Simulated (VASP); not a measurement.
Crystal: In.

```
In
1.0
     0.00000    2.23557    2.23557
     2.23557    0.00000    2.23557
     2.23557    2.23557    0.00000
In
1
Direct
  0.00000 0.00000 0.00000
```

| Quantity | Value |
| --- | --- |
| Program | VASP 6.6.1 |
| Task | relaxation of cell and atoms |
| Functional | PBEsol |
| Potentials or basis | VASP PAW PBE potentials, release 64 (In_d) |
| Cutoff | 600 eV |
| k mesh | 8 × 8 × 8 |
| Occupations | gaussian, width 0.1 eV |
| Spin | no spin polarisation |

At the start: pressure 8.9 GPa; volume 22.35 Å³/atom.

Question: Where does the relaxation end?

Answer: Over 3 steps the energy falls by 79.4 meV/atom and the volume is 25.61 Å³/atom (+14.6 %); space group Fm-3m (No. 225, to 0.05 Å).

The path:
```tsv
step	energy change (eV)	largest force (eV/Å)	pressure (GPa)	volume (Å³)
1	0.0000	0.0000	8.86	22.35
2	-0.0747	0.0000	-1.47	26.59
3	-0.0794	0.0000	0.05	25.61
```

Final structure:
```
In
1.0
     0.00000    2.33961    2.33961
     2.33961    0.00000    2.33961
     2.33961    2.33961    0.00000
In
1
Cartesian
  0.0000 0.0000 0.0000
```

Caveat: the PAW data sets were made with another functional, which shifts forces and pressure a little.
